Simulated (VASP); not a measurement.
Set up this calculation in VASP 6.6.1, as the native input.

* Task: single point
* Functional: PBE
* Potentials or basis: VASP PAW PBE potentials, release 64 (La, Na_sv)
* Cutoff: 1130 eV
* k mesh: 9 × 9 × 4
* Occupations: fermi-dirac, width 0.05 eV
* Spin: no spin polarisation
* Dipole correction: no
* Further INCAR settings: ALGO = Normal; EDIFF = 1e-06; NBANDS = 17

The structure of NaLa lies in POSCAR:

```
NaLa
1.0
    3.6062507687      0.0000000000      0.0000000000
   -1.8031253843      3.1231047781      0.0000000000
    0.0000000000      0.0000000000      6.4837820000
La Na
1 1
Direct
    0.3333333333      0.6666666667      0.5000000000
    0.0000000000      0.0000000000      0.0000000000
```

These files were run (other wordings do the same):

INCAR

```
SYSTEM = NaLa
PREC = Accurate ; ENCUT = 1130
EDIFF = 1E-6 ; ISMEAR = -1
SIGMA = 0.05 ; LREAL = .FALSE.
LASPH = .TRUE. ; NELM = 200
ALGO = Normal ; ISIF = 2
LWAVE = .FALSE. ; LCHARG = .TRUE.
GGA = PE ; LELF = .TRUE.
LVHAR = .TRUE. ; NBANDS = 17
GGA_COMPAT = .FALSE. ; LMAXMIX = 6
```

KPOINTS

```
Automatic mesh
0
G
  9 9 4
  0 0 0
```

Potentials or basis: VASP PAW PBE potentials, release 64 (La, Na_sv).

Launch:

```bash
$ cat potpaw_PBE.64/La/POTCAR potpaw_PBE.64/Na_sv/POTCAR > POTCAR
$ mpirun -np 1 vasp_std > vasp.out
```

Results of the run:

```yaml
Pressure: -0.2 GPa
Band_gap_on_the_k_mesh: zero (bands 10 and 11 overlap by 0.55 eV)
```

Caveat: spin-orbit coupling is left out, which moves the levels of the heavy elements.

It took 94 s on 1 thread of Intel(R) Xeon(R) Platinum 8488C (Sapphire Rapids) (shared host), peak memory 0.45 GiB.
